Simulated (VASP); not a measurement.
AlN (klda), 2 atoms in the cell. The structure is cubic, space group F-43m (No. 216). The conventional cell has a = 4.368 Å, b = 4.368 Å, c = 4.368 Å, α = 90.00°, β = 90.00°, γ = 90.00°. Al (site symmetry -43m) has 4 N at 1.89 Å within 2.5 Å. Within 2.5 Å of N (site symmetry -43m) lie 4 Al at 1.89 Å. 

* Program: VASP 6.6.1
* Task: single point
* Functional: LDA
* Potentials or basis: VASP PAW LDA potentials, release 64 (Al, N)
* Cutoff: 520 eV
* k mesh: 8 × 8 × 8
* Occupations: gaussian, width 0.1 eV
* Spin: no spin polarisation
* Dipole correction: no
* Further INCAR settings: ALGO = Normal; EDIFF = 1e-07; NBANDS = 11

Potentials or basis: VASP PAW LDA potentials, release 64 (Al, N).

Launch:

```bash
$ cat potpaw_LDA.64/Al/POTCAR potpaw_LDA.64/N/POTCAR > POTCAR
$ mpirun -np 1 vasp_std > vasp.out
```

Hardware: 1 thread of Intel(R) Xeon(R) Platinum 8488C (Sapphire Rapids), with other jobs on the host.

**Question.** How long does it take, and how much memory?

**Answer.** Run time: 3.6 s on 1 thread of Intel(R) Xeon(R) Platinum 8488C (Sapphire Rapids), with other jobs on the host, peak memory 0.12 GiB. Counts: scf iterations 12, k points 29.
